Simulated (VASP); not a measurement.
# VSi2 (I4/mmm) in VASP: further runs

Runs on VSi2. Level: PBE. Tasks: single point, relaxation of cell and atoms.

Everything below comes from runs of VASP 6.6.1. Logs are shortened: lines on timing, memory, paths and dates and some standing lists are left out, and cuts for length are marked.

### Step 1. The cell of the first run

The structure is tetragonal, space group I4/mmm (No. 139). Conventional cell: a = 3.211 Å, b = 3.211 Å, c = 7.859 Å, α = 90.00°, β = 90.00°, γ = 90.00°. Si (site symmetry 4mm) has 9 Si at 2.59 to 3.21 Å and 5 V at 2.61 to 2.63 Å within 3.4 Å. V (site symmetry 4/mmm) has 10 Si at 2.61 to 2.63 Å and 4 V at 3.21 Å within 3.4 Å.

### Step 2. Single point, PBE, collinear spin, ferromagnetic start

The input, INCAR:

```
SYSTEM = VSi2
PREC = Accurate
ENCUT = 520
EDIFF = 1E-6
ISMEAR = 0
SIGMA = 0.1
LREAL = .FALSE.
LASPH = .TRUE.
NELM = 150
ALGO = Normal
ISIF = 2
LWAVE = .FALSE.
LCHARG = .TRUE.
ISPIN = 2
MAGMOM = 0 0 2
LORBIT = 11
LMAXMIX = 4
GGA = PE
LELF = .TRUE.
LVHAR = .TRUE.
NBANDS = 22
```

The input, KPOINTS:

```
Automatic mesh
0
G
  8 8 8
  0 0 0
```

The input, POSCAR:

```
VSi2
1.0
   -1.6055699706      1.6055699706      3.9295257316
    1.6055699706     -1.6055699706      3.9295257316
    1.6055699706      1.6055699706     -3.9295257316
Si V
2 1
Direct
    0.3350991393      0.3350991393      0.0000000000
    0.6649008607      0.6649008607      0.0000000000
    0.0000000000      0.0000000000      0.0000000000
```

Potentials or basis: VASP PAW PBE potentials, release 64 (Si, V_sv).

Launch:

```bash
$ cat potpaw_PBE.64/Si/POTCAR potpaw_PBE.64/V_sv/POTCAR > POTCAR
$ mpirun -np 1 vasp_std > vasp.out
```

OUTCAR:

```text
SYSTEM = VSi2
   PREC = Accurate
   ENCUT = 520
   EDIFF = 1E-6
   ISMEAR = 0
   LREAL = .FALSE.
   LASPH = .TRUE.
   NELM = 150
   ISIF = 2
   ISPIN = 2
   LORBIT = 11
   GGA = PE

 ion  position               nearest neighbor table
   1  0.335  0.335  0.000-   2 2.59   3 2.61   3 2.61   3 2.61   3 2.61   3 2.63   2 2.64   2 2.64
                             2 2.64   2 2.64
   2  0.665  0.665  0.000-   1 2.59   3 2.61   3 2.61   3 2.61   3 2.61   3 2.63   1 2.64   1 2.64
                             1 2.64   1 2.64
   3  0.000  0.000  0.000-   1 2.61   2 2.61   2 2.61   2 2.61   2 2.61   1 2.61   1 2.61   1 2.61
                             1 2.63   2 2.63

  LATTYP: Found a body centered tetragonal cell.
 ALAT       =     3.2111399412
 C/A-ratio  =     2.4474334994

  Lattice vectors:

 A1 = (  -1.6055699706,   1.6055699706,   3.9295257316)
 A2 = (   1.6055699706,  -1.6055699706,   3.9295257316)
 A3 = (   1.6055699706,   1.6055699706,  -3.9295257316)

Analysis of symmetry for initial positions (statically):
=====================================================================
 Subroutine PRICEL returns:
 Original cell was already a primitive cell.

 Routine SETGRP: Setting up the symmetry group for a
 body centered tetragonal supercell.

 Subroutine GETGRP returns: Found 16 space group operations
 (whereof 16 operations were pure point group operations)
 out of a pool of 16 trial point group operations.

The static configuration has the point symmetry D_4h.

Analysis of symmetry for dynamics (positions and initial velocities):
=====================================================================
 Subroutine PRICEL returns:
 Original cell was already a primitive cell.

 Routine SETGRP: Setting up the symmetry group for a
 body centered tetragonal supercell.

 Subroutine GETGRP returns: Found 16 space group operations
 (whereof 16 operations were pure point group operations)
 out of a pool of 16 trial point group operations.

The dynamic configuration has the point symmetry D_4h.

Analysis of structural, dynamic, and magnetic symmetry:
=====================================================================
 Subroutine PRICEL returns:
 Original cell was already a primitive cell.

 Routine SETGRP: Setting up the symmetry group for a
 body centered tetragonal supercell.

 Subroutine GETGRP returns: Found 16 space group operations
 (whereof 16 operations were pure point group operations)
 out of a pool of 16 trial point group operations.

The overall configuration has the point symmetry D_4h.

 Subroutine INISYM returns: Found 16 space group operations
 (whereof 16 operations are pure point group operations),
 and found     1 'primitive' translations

----------------------------------------------------------------------------------------

                                     Primitive cell

  volume of cell :      40.5190

  direct lattice vectors                    reciprocal lattice vectors
    -1.605569971  1.605569971  3.929525732     0.000000000  0.311415889  0.127241819
     1.605569971 -1.605569971  3.929525732     0.311415889  0.000000000  0.127241819
     1.605569971  1.605569971 -3.929525732     0.311415889  0.311415889  0.000000000

  length of vectors
     4.538378822  4.538378822  4.538378822     0.336407991  0.336407991  0.440408574

  position of ions in fractional coordinates (direct lattice)
     0.335099139  0.335099139  0.000000000
     0.664900861  0.664900861  0.000000000
     0.000000000  0.000000000  0.000000000

  ion indices of the primitive-cell ions
   primitive index   ion index
                 1           1
                 2           2
                 3           3

----------------------------------------------------------------------------------------

 KPOINTS: Automatic mesh

Automatic generation of k-mesh.
 Grid dimensions read from file:
 generate k-points for:    8    8    8

 Generating k-lattice:

  Cartesian coordinates                     Fractional coordinates (reciprocal lattice)
     0.000000000  0.038926986  0.015905227     0.125000000  0.000000000  0.000000000
     0.038926986  0.000000000  0.015905227     0.000000000  0.125000000  0.000000000
     0.038926986  0.038926986  0.000000000     0.000000000  0.000000000  0.125000000

  Length of vectors
     0.042050999  0.042050999  0.055051072

  Shift w.r.t. Gamma in fractional coordinates (k-lattice)
     0.000000000  0.000000000  0.000000000

 Subroutine IBZKPT returns following result:
 ===========================================

 Found     59 irreducible k-points:

 Following reciprocal coordinates:
            Coordinates               Weight
  0.000000  0.000000  0.000000      1.000000
  0.125000 -0.000000  0.000000      8.000000
  0.250000 -0.000000  0.000000      8.000000
  0.375000  0.000000 -0.000000      8.000000
  0.500000 -0.000000  0.000000      4.000000
  0.125000  0.125000  0.000000      8.000000
[... 16 lines left out ...]
  0.250000  0.125000  0.125000     16.000000
  0.375000  0.125000  0.125000      8.000000
 [... further k-points ...]
   k-points           NKPTS =     59   k-points in BZ     NKDIM =     59   number of bands    NBANDS=     22
   number of dos      NEDOS =    301   number of ions     NIONS =      3
   total plane-waves  NPLWV =  46656
   dimension x,y,z NGX =    36 NGY =   36 NGZ =   36
   dimension x,y,z NGXF=    72 NGYF=   72 NGZF=   72
   ions per type =               2   1
   NGX,Y,Z   is equivalent  to a cutoff of  13.19, 13.19, 13.19 a.u.
   NGXF,Y,Z  is equivalent  to a cutoff of  26.37, 26.37, 26.37 a.u.
 SYSTEM =  VSi2
   PREC   = accura    normal or accurate (medium, high low for compatibility)
   ISTART =      0    job   : 0-new  1-cont  2-samecut
   ICHARG =      2    charge: 1-file 2-atom 10-const
   ISPIN  =      2    spin polarized calculation?
   LNONCOLLINEAR =      F non collinear calculations
   LSORBIT =      F    spin-orbit coupling
   LASPH  =      T    aspherical Exc in radial PAW
   ENCUT  =  520.0 eV  38.22 Ry    6.18 a.u.   8.44  8.44  8.44*2*pi/ulx,y,z
   NELM   =    150;   NELMIN=  2; NELMDL= -5     # of ELM steps
   EDIFF  = 0.1E-05   stopping-criterion for ELM
   LREAL  =      F    real-space projection
   EDIFFG = 0.1E-04   stopping-criterion for IOM
   NSW    =      0    number of steps for IOM
   IBRION =     -1    ionic relax: 0-MD 1-quasi-New 2-CG
   NFREE  =      0    steps in history (QN), initial steepest desc. (CG)
   ISIF   =      2    stress and relaxation
   ISYM   =      2    0-nonsym 1-usesym 2-fastsym
   POTIM  = 0.5000    time-step for ionic-motion
   TEBEG  =    0.0;   TEEND  =   0.0 temperature during run
   PSTRESS=    0.0 pullay stress
   NELECT =      21.0000    total number of electrons
   NUPDOWN=      -1.0000    fix difference up-down
   EMIN   =  10.00;   EMAX   =-10.00  energy-range for DOS
   EFERMI =   0.00;   METHOD = LEGACY
   ISMEAR =     0;   SIGMA  =   0.10  broadening in eV -4-tet -1-fermi 0-gaus
   EFERMI_NEDOS =   21; number of points for ismear=-14 and -15
   IALGO  =     38    algorithm
   IMIX   =      4    mixing-type and parameters
     AMIX     =   0.40;   BMIX     =  1.00
     AMIX_MAG =   1.60;   BMIX_MAG =  1.00
  volume/ion in A,a.u.               =      13.51        91.15
  Fermi-wavevector in a.u.,A,eV,Ry     =   1.315008  2.485005 23.527821  1.729246
  Thomas-Fermi vector in A             =   2.445221
   LORBIT       =     11    0 simple, 1 ext, 2 COOP (PROOUT), +10 PAW based schemes
   GGA     = PE    functional components
   LHFCALC =     F    Hartree Fock is set to
   AEXX    =    0.0000 exact exchange contribution
   IVDW    =     0    specifies the selected vdW correction
   LEPSILON=     F    determine dielectric tensor
   LRPA    =     F    only Hartree local field effects (RPA)
 spin polarized calculation
 Gauss-broadening in eV      SIGMA  =   0.10
  energy-cutoff  :      520.00
  volume of cell :       40.52
 maximum number of plane-waves:      1112
 NGX is ok and might be reduce to    36
   NGX = 17   NGY = 17   NGZ = 17

 number of electron      21.0000003 magnetization      -0.0005773

 number of electron      21.0000003 magnetization       0.0004318

 Free energy of the ion-electron system (eV)
  ---------------------------------------------------
  ext. energy  EPLUGINS =         0.00000000
  ---------------------------------------------------
  free energy    TOTEN  =       -21.03551777 eV

  energy without entropy =      -21.02802004  energy(sigma->0) =      -21.03176890

 E-fermi :  10.0649     XC(G=0): -11.9352

 val. band max:       10.0133524422   @ k =  -0.3750  -0.3750   0.1250
 cond. band min:      10.0667444852   @ k =  -0.1250   0.2500   0.1250
 fundamental gap:      0.0533920431
 Fermi energy:        10.0648560930

 spin component 1

 k-point     1 :       0.0000    0.0000    0.0000
  band No.  band energies     occupation
      1     -53.6692      1.00000
      2     -27.5212      1.00000
      3     -27.5039      1.00000
      4     -27.5039      1.00000
      5      -2.5526      1.00000
      6       5.3065      1.00000
[... 14 lines left out ...]
     21      23.6299      0.00000
     22      25.3886      0.00000

 k-point     2 :       0.1250   -0.0000    0.0000
  band No.  band energies     occupation
      1     -53.6682      1.00000
      2     -27.5202      1.00000
      3     -27.5171      1.00000
      4     -27.5026      1.00000
      5      -2.2926      1.00000
      6       5.1096      1.00000
[... 14 lines left out ...]
     21      21.9932      0.00000
     22      23.8405      0.00000

 k-point     3 :       0.2500   -0.0000    0.0000
  band No.  band energies     occupation
      1     -53.6658      1.00000
      2     -27.5490      1.00000
      3     -27.5177      1.00000
      4     -27.4997      1.00000
      5      -1.5288      1.00000
      6       4.5461      1.00000
[... 14 lines left out ...]
     21      21.7320      0.00000
     22      22.8630      0.00000
[... 476 lines left out ...]
 k-point    23 :       0.2500    0.1250    0.1250
  band No.  band energies     occupation
      1     -53.6601      1.00000
      2     -27.5746      1.00000
      3     -27.5399      1.00000
      4     -27.5106      1.00000
      5       0.4478      1.00000
      6       3.7501      1.00000
[... 14 lines left out ...]
     21      23.6299      0.00000
     22      24.1142      0.00000

 k-point    24 :       0.3750    0.1250    0.1250
  band No.  band energies     occupation
      1     -53.6592      1.00000
      2     -27.5873      1.00000
      3     -27.5384      1.00000
      4     -27.5095      1.00000
      5       1.6027      1.00000
      6       2.4392      1.00000
[... 14 lines left out ...]
     21      22.8429      0.00000
     22      24.7754      0.00000

 [... further k-points ...]

 spin component 2

 k-point     1 :       0.0000    0.0000    0.0000
  band No.  band energies     occupation
      1     -53.6685      1.00000
      2     -27.5206      1.00000
      3     -27.5033      1.00000
      4     -27.5033      1.00000
      5      -2.5526      1.00000
      6       5.3065      1.00000
[... 14 lines left out ...]
     21      23.6299      0.00000
     22      25.3886      0.00000

 k-point     2 :       0.1250   -0.0000    0.0000
  band No.  band energies     occupation
      1     -53.6675      1.00000
      2     -27.5196      1.00000
      3     -27.5165      1.00000
      4     -27.5021      1.00000
      5      -2.2926      1.00000
      6       5.1097      1.00000
[... 14 lines left out ...]
     21      21.9933      0.00000
     22      23.8406      0.00000

 k-point     3 :       0.2500   -0.0000    0.0000
  band No.  band energies     occupation
      1     -53.6651      1.00000
      2     -27.5485      1.00000
      3     -27.5171      1.00000
      4     -27.4992      1.00000
      5      -1.5288      1.00000
      6       4.5461      1.00000
[... 14 lines left out ...]
     21      21.7319      0.00000
     22      22.8632      0.00000
[... 476 lines left out ...]
 k-point    23 :       0.2500    0.1250    0.1250
  band No.  band energies     occupation
      1     -53.6595      1.00000
      2     -27.5741      1.00000
      3     -27.5394      1.00000
      4     -27.5100      1.00000
      5       0.4478      1.00000
      6       3.7502      1.00000
[... 14 lines left out ...]
     21      23.6299      0.00000
     22      24.1142      0.00000

 k-point    24 :       0.3750    0.1250    0.1250
  band No.  band energies     occupation
      1     -53.6585      1.00000
      2     -27.5868      1.00000
      3     -27.5378      1.00000
      4     -27.5089      1.00000
      5       1.6027      1.00000
      6       2.4392      1.00000
[... 14 lines left out ...]
     21      22.8430      0.00000
     22      24.7755      0.00000

 [... further k-points ...]
[... 5 lines left out ...]
  --------------------------------------------------------------------------------------
  -------------------------------------------------------------------------------------
  Total       -2.1661273     -2.1661273     -1.4197286      0.0000000      0.0000000     -0.0000000
  in kB      -85.6516954    -85.6516954    -56.1380481      0.0000000      0.0000000     -0.0000000
  external PRESSURE =     -75.8138130 kB  Pullay stress =       0.0000000 kB

 VOLUME and BASIS-vectors are now :
 -----------------------------------------------------------------------------
  energy-cutoff  :      520.00
  volume of cell :       40.52
      direct lattice vectors                 reciprocal lattice vectors
    -1.605569971  1.605569971  3.929525732     0.000000000  0.311415889  0.127241819
     1.605569971 -1.605569971  3.929525732     0.311415889  0.000000000  0.127241819
     1.605569971  1.605569971 -3.929525732     0.311415889  0.311415889  0.000000000

 POSITION                                       TOTAL-FORCE (eV/Angst)
 -----------------------------------------------------------------------------------
      0.00000      0.00000      2.63356        -0.000000     -0.000000      0.031349
      0.00000      0.00000      5.22549         0.000000      0.000000     -0.031349
      0.00000      0.00000      0.00000        -0.000000     -0.000000     -0.000000
 -----------------------------------------------------------------------------------
    total drift:                               -0.000000      0.000000     -0.000000

  FREE ENERGIE OF THE ION-ELECTRON SYSTEM (eV)
  ---------------------------------------------------
  free  energy   TOTEN  =       -21.0355177690 eV

  energy  without entropy=      -21.0280200365  energy(sigma->0) =      -21.03176890

 total charge

# of ion       s       p       d       tot
------------------------------------------
    1        0.757   0.844   0.000   1.600
    2        0.757   0.844   0.000   1.600
    3        2.233   6.216   3.144  11.593
--------------------------------------------------
tot          3.746   7.904   3.144  14.794

 magnetization (x)

# of ion       s       p       d       tot
------------------------------------------
    1       -0.000  -0.000   0.000  -0.000
    2       -0.000  -0.000   0.000  -0.000
    3       -0.000  -0.000   0.000   0.000
--------------------------------------------------
tot         -0.000  -0.000   0.000   0.000
```

Run time: 69 s. Hardware: 1 thread of Intel Xeon 6975P-C (Granite Rapids), shared host; peak memory 0.28 GiB.

What came out:

* Free energy: -21.0355 eV
* Pressure: -7.6 GPa
* Largest force: 0.031 eV/Å
* Net moment: 0.00 μB per cell
* Valence electrons inside the program's atomic spheres: Si 1.60; V 11.59

Forces on the atoms (eV/Å):
```
Si   0.000  0.000  0.031
Si   0.000  0.000 -0.031
V    0.000  0.000  0.000
```

Stress tensor (GPa, compression positive):
```
-8.57  0.00  0.00
 0.00 -8.57  0.00
 0.00  0.00 -5.61
```

(Continued in part 2 of 2.)
